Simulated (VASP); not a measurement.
# Cs2Br3 (R-3m) in VASP: further runs, part 2 of 2

VASP 6.6.1. Earlier steps stand in the parts before.

**3. Single point, PBE**

This run uses another cell than the first one, of 44.52 Å³/atom.

INCAR reads:

```
ALGO = Normal ; EDIFF = 1E-6
ENCUT = 520 ; GGA = PE
ISIF = 2 ; ISMEAR = 0
LASPH = T ; LCHARG = F
LREAL = F ; LWAVE = F
NBANDS = 28 ; NELM = 60
PREC = Accurate ; SIGMA = 0.1
```

KPOINTS reads:

```
k-points
0
Gamma
  6 6 6
```

POSCAR reads:

```
Cs2Br3
1.0
    2.6880273127      1.5519332926      8.8924607181
   -2.6880273127      1.5519332926      8.8924607181
    0.0000000000     -3.1038665851      8.8924607181
Cs Br
2 3
Direct
    0.4118762161      0.4118762161      0.4118762161
    0.5881237839      0.5881237839      0.5881237839
    0.0000000000      0.0000000000      0.0000000000
    0.1681128482      0.1681128482      0.1681128482
    0.8318871518      0.8318871518      0.8318871518
```

Potentials or basis: VASP PAW PBE potentials, release 64 (Cs_sv, Br).

Command:

```sh
cat potpaw_PBE.64/Cs_sv/POTCAR potpaw_PBE.64/Br/POTCAR > POTCAR
mpirun -np 1 vasp_std > vasp.out
```

OUTCAR:

```text
EDIFF = 1E-6
   ENCUT = 520
   GGA = PE
   ISIF = 2
   ISMEAR = 0
   LASPH = T
   LREAL = F
   NELM = 60
   PREC = Accurate

 ion  position               nearest neighbor table
   1  0.412  0.412  0.412-
   2  0.588  0.588  0.588-
   3  0.000  0.000  0.000-
   4  0.168  0.168  0.168-
   5  0.832  0.832  0.832-

  LATTYP: Found a trigonal (rhomboedric) cell.
 ALAT       =     9.4185904148
 COS(alpha) =     0.8370983333

  Lattice vectors:

 A1 = (   2.6880273127,   1.5519332926,   8.8924607181)
 A2 = (  -2.6880273127,   1.5519332926,   8.8924607181)
 A3 = (   0.0000000000,  -3.1038665851,   8.8924607181)

Analysis of symmetry for initial positions (statically):
=====================================================================
 Subroutine PRICEL returns:
 Original cell was already a primitive cell.

[... 171 lines left out ...]
  free energy    TOTEN  =       -13.27647630 eV

  energy without entropy =      -13.26679944  energy(sigma->0) =      -13.27163787

 E-fermi :  -0.1432     XC(G=0):  -7.2989

 val. band max:       -0.2194952996   @ k =   0.5000   0.5000   0.1667
 cond. band min:      -0.0371604401   @ k =   0.5000   0.5000  -0.0000
 fundamental gap:      0.1823348595
 Fermi energy:        -0.1431583202

 k-point     1 :       0.0000    0.0000    0.0000
  band No.  band energies     occupation
      1     -20.7834      2.00000
      2     -20.7660      2.00000
      3     -14.6053      2.00000
      4     -13.2697      2.00000
      5     -13.1818      2.00000
      6      -7.6544      2.00000
[... 733 lines left out ...]
     27       6.5732      0.00000
     28       6.8185      0.00000

 [... further k-points ...]

------------------------ aborting loop because EDIFF is reached ----------------------------------------

  FORCE on cell =-STRESS in cart. coord.  units (eV):
  Direction    XX          YY          ZZ          XY          YZ          ZX
  --------------------------------------------------------------------------------------
  -------------------------------------------------------------------------------------
  Total        0.4842390      0.4842390      0.2226509      0.0000000      0.0000000      0.0000000
  in kB        3.4857033      3.4857033      1.6027109      0.0000000      0.0000000      0.0000000
  external PRESSURE =       2.8580391 kB  Pullay stress =       0.0000000 kB

 VOLUME and BASIS-vectors are now :
 -----------------------------------------------------------------------------
  energy-cutoff  :      520.00
  volume of cell :      222.58
      direct lattice vectors                 reciprocal lattice vectors
     2.688027313  1.551933293  8.892460718     0.186010015  0.107392932  0.037484937
    -2.688027313  1.551933293  8.892460718    -0.186010015  0.107392932  0.037484937
     0.000000000 -3.103866585  8.892460718     0.000000000 -0.214785864  0.037484937

 POSITION                                       TOTAL-FORCE (eV/Angst)
 -----------------------------------------------------------------------------------
      0.00000      0.00000     10.98778        -0.000000     -0.000000     -0.009347
      0.00000      0.00000     15.68960        -0.000000      0.000000      0.009347
      0.00000      0.00000      0.00000         0.000000      0.000000      0.000000
      0.00000      0.00000      4.48481        -0.000000      0.000000      0.006260
      0.00000      0.00000     22.19257        -0.000000     -0.000000     -0.006260
 -----------------------------------------------------------------------------------
    total drift:                                0.000000      0.000000     -0.000000

  FREE ENERGIE OF THE ION-ELECTRON SYSTEM (eV)
  ---------------------------------------------------
  free  energy   TOTEN  =       -13.2764762988 eV

  energy  without entropy=      -13.2667994405  energy(sigma->0) =      -13.27163787
```

OSZICAR:

```text
N       E                     dE             d eps       ncg     rms          rms(c)
DAV:   1     0.270348886206E+03    0.27035E+03   -0.15137E+04  1792   0.112E+03
DAV:   2     0.133810037835E+02   -0.25697E+03   -0.24991E+03  2436   0.201E+02
DAV:   3    -0.133032997497E+02   -0.26684E+02   -0.26543E+02  2036   0.715E+01
DAV:   4    -0.136852749658E+02   -0.38198E+00   -0.38157E+00  2360   0.101E+01
DAV:   5    -0.136884560079E+02   -0.31810E-02   -0.31804E-02  2272   0.911E-01    0.433E+00
DAV:   6    -0.133029243101E+02    0.38553E+00   -0.57454E-01  2160   0.249E+00    0.259E+00
DAV:   7    -0.132567811962E+02    0.46143E-01   -0.47026E-01  2276   0.216E+00    0.971E-01
DAV:   8    -0.132737936133E+02   -0.17012E-01   -0.49947E-02  2032   0.910E-01    0.188E-01
DAV:   9    -0.132745909344E+02   -0.79732E-03   -0.51492E-03  2364   0.259E-01    0.114E-01
DAV:  10    -0.132763372503E+02   -0.17463E-02   -0.21392E-03  2028   0.189E-01    0.540E-02
DAV:  11    -0.132764519976E+02   -0.11475E-03   -0.18247E-04  2228   0.634E-02    0.149E-02
DAV:  12    -0.132764742344E+02   -0.22237E-04   -0.66246E-05  2044   0.341E-02    0.115E-02
DAV:  13    -0.132764759745E+02   -0.17401E-05   -0.97879E-06  2124   0.134E-02    0.344E-03
DAV:  14    -0.132764762988E+02   -0.32433E-06   -0.21793E-06  1812   0.785E-03
   1 F= -.13276476E+02 E0= -.13271638E+02  d E =-.967686E-02
```

stdout:

```text
POSCAR found type information on POSCAR CsBr
 POSCAR found :  2 types and       5 ions
 scaLAPACK will be used
 LDA part: xc-table for (Slater+PW92), standard interpolation
 POSCAR, INCAR and KPOINTS ok, starting setup
 FFT: planning ... GRIDC
 FFT: planning ... GRID_SOFT
 FFT: planning ... GRID
 WAVECAR not read
 entering main loop
```

It took 3.9 min on 1 thread of Intel Xeon 6975P-C (Granite Rapids), shared host; peak memory 0.77 GiB.

What came out:

| Item | Value |
| --- | --- |
| Free energy | -13.2765 eV |
| Pressure | 0.3 GPa |
| Largest force | 0.009 eV/Å |
| Band gap on the k mesh | zero (an odd number of electrons rules out a gap without spin polarisation) |

Forces on the atoms (eV/Å):
```
Cs   0.000  0.000 -0.009
Cs   0.000  0.000  0.009
Br   0.000  0.000  0.000
Br   0.000  0.000  0.006
Br   0.000  0.000 -0.006
```

Levels at points of the mesh, in eV from the Fermi level:
| k point | band 17 | band 18 | band 19 | band 20 | band 21 | band 22 | band 23 | band 24 |
| --- | --- | --- | --- | --- | --- | --- | --- | --- |
| (0.00, 0.00, 0.00) | -1.15 | -1.01 | -0.63 | -0.63 | 3.32 | 4.70 | 5.66 | 5.83 |
| (0.50, 0.00, 0.00) | -1.24 | -1.18 | -0.81 | 0.11 | 4.76 | 5.25 | 5.47 | 5.67 |
| (0.50, 0.50, 0.00) | -1.24 | -1.08 | -0.79 | 0.11 | 4.28 | 5.49 | 5.65 | 6.21 |
| (0.50, 0.50, 0.50) | -1.23 | -0.96 | -0.65 | -0.65 | 4.14 | 4.60 | 5.14 | 5.30 |

Caveat: spin-orbit coupling is left out, which moves the levels of the heavy elements; an odd number of electrons without spin polarisation forces a metal; a magnetic or distorted state may lie lower.
